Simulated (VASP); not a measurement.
Write the native input for VASP 6.6.1 that does the following.

```
Task                   : single point
Functional             : PBE
Potentials or basis    : VASP PAW PBE potentials, release 64 (K_sv, As)
Cutoff                 : 520 eV
k mesh                 : 14 × 14 × 14
Occupations            : gaussian, width 0.1 eV
Spin                   : no spin polarisation
Dipole correction      : no
Further INCAR settings : ALGO = Normal; EDIFF = 1e-06; NBANDS = 20
```

The structure of KAs3 lies in POSCAR:

```
KAs3
1.0
   -2.2642413041      2.2642413041      4.4175473564
    2.2642413041     -2.2642413041      4.4175473564
    2.2642413041      2.2642413041     -4.4175473564
K As
1 3
Direct
    0.0000000000      0.0000000000      0.0000000000
    0.5000000000      0.5000000000      0.0000000000
    0.2500000000      0.7500000000      0.5000000000
    0.7500000000      0.2500000000      0.5000000000
```

The input as run:

INCAR

```
SYSTEM = KAs3
PREC = Accurate ; ENCUT = 520
EDIFF = 1E-6 ; ISMEAR = 0
SIGMA = 0.1 ; LREAL = .False.
LASPH = .True. ; NELM = 100
ALGO = Normal ; ISIF = 2
LWAVE = .False. ; LCHARG = .True.
GGA = PE ; LELF = .True.
LVHAR = .True. ; NBANDS = 20
```

KPOINTS

```
Automatic mesh
0
Gamma
  14 14 14
  0 0 0
```

Potentials or basis: VASP PAW PBE potentials, release 64 (K_sv, As).

Command:

```sh
$ cat potpaw_PBE.64/K_sv/POTCAR potpaw_PBE.64/As/POTCAR > POTCAR
$ mpirun -np 1 vasp_std > vasp.out
```

It gave:

The pressure is 0.1 GPa and the band gap on the k mesh is zero (bands 12 and 13 overlap by 1.92 eV).

It took 8.1 min on 1 thread of AMD EPYC 7R13, with other jobs on the host, peak memory 0.52 GiB.
